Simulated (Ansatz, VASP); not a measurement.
ZrTi3O8 in VASP and in Ansatz

Contents of INCAR:

```
PREC = Accurate
ENCUT = 520
EDIFF = 1E-7
ISMEAR = 0
SIGMA = 0.1
LREAL = F
LASPH = T
NELM = 80
ALGO = Normal
ISIF = 2
LWAVE = F
LCHARG = F
GGA = PE
NBANDS = 60
```

KPOINTS

```
Automatic mesh
0
Gamma
  4 4 4
```

The input POSCAR:

```
ZrTi3O8
1.0
    3.3813264270     -3.2922742384      0.0000000000
    3.3813264270      3.2922742384      0.0000000000
   -0.0369888037      0.0000000000      6.1398028128
Zr Ti O
1 3 8
Direct
    0.9944102486      0.9944102486      0.5033295544
    0.0225545877      0.0225545877      0.0038606802
    0.4916743924      0.4916743924      0.7320870016
    0.5166073675      0.5166073675      0.2213572055
    0.3033287816      0.3033287816      0.0038714808
    0.3056026839      0.3056026839      0.5137196531
    0.7971904640      0.1977806522      0.7686735466
    0.8007839601      0.1975034072      0.2388938863
    0.6915402037      0.6915402037      0.0061354940
    0.6811238025      0.6811238025      0.5004998587
    0.1977806522      0.7971904640      0.7686735466
    0.1975034072      0.8007839601      0.2388938863
```

Input for Ansatz:

```yaml
crystal:
  lattice:
    - [3.381326427, -3.2922742384, 0.0]
    - [3.381326427, 3.2922742384, 0.0]
    - [-0.0369888037, 0.0, 6.1398028128]
  atoms:
    - { symbol: Zr, position: [0.9944102486, 0.9944102486, 0.5033295544] }
    - { symbol: Ti, position: [0.0225545877, 0.0225545877, 0.0038606802] }
    - { symbol: Ti, position: [0.4916743924, 0.4916743924, 0.7320870016] }
    - { symbol: Ti, position: [0.5166073675, 0.5166073675, 0.2213572055] }
    - { symbol: O, position: [0.3033287816, 0.3033287816, 0.0038714808] }
    - { symbol: O, position: [0.3056026839, 0.3056026839, 0.5137196531] }
    - { symbol: O, position: [0.797190464, 0.1977806522, 0.7686735466] }
    - { symbol: O, position: [0.8007839601, 0.1975034072, 0.2388938863] }
    - { symbol: O, position: [0.6915402037, 0.6915402037, 0.006135494] }
    - { symbol: O, position: [0.6811238025, 0.6811238025, 0.5004998587] }
    - { symbol: O, position: [0.1977806522, 0.797190464, 0.7686735466] }
    - { symbol: O, position: [0.1975034072, 0.8007839601, 0.2388938863] }
basis:
  ecutwfc: 420
kpoints:
  mp_grid: { grid: [4, 4, 4] }
hamiltonian:
  xc: pbe
scf:
  occupations: { method: gaussian, width: 0.1 }
  lower_state_search: "off"
output:
  forces: true
  stress: true
  eigenvalues: true
```

Change from the starting cell: the structure that the rattled cell fell into.

Alike in both runs: task single point; functional PBE; k mesh 4 × 4 × 4; occupations gaussian, width 0.1 eV; no spin polarisation.

```csv
,VASP,Ansatz
version,VASP 6.6.1,Ansatz 0.2.0
potentials or method,"VASP PAW PBE potentials, release 64 (Zr_sv, Ti_sv, O), cutoff 520 eV","scalar-relativistic, plane waves, PAW"
valence electrons in the cell,96,96
```

VASP gave:

```
gap on the k mesh at the Fermi level (eV)                     : 2.21
least direct gap on the mesh (eV)                             : 2.39
pressure (GPa)                                                : 0.6
traceless stress, the component that is largest in VASP (GPa) : -0.06
rms of the force components (eV/Å)                            : 0.036
```

**Question.** Which values does Ansatz return?

**Answer.** gap on the k mesh at the Fermi level (eV): 2.23; least direct gap on the mesh (eV): 2.41; pressure (GPa): 0.0; traceless stress, the component that is largest in VASP (GPa): 0.05; rms of the force components (eV/Å): 0.007.

Atom by atom the forces differ by 0.033 eV/Å (rms over components).
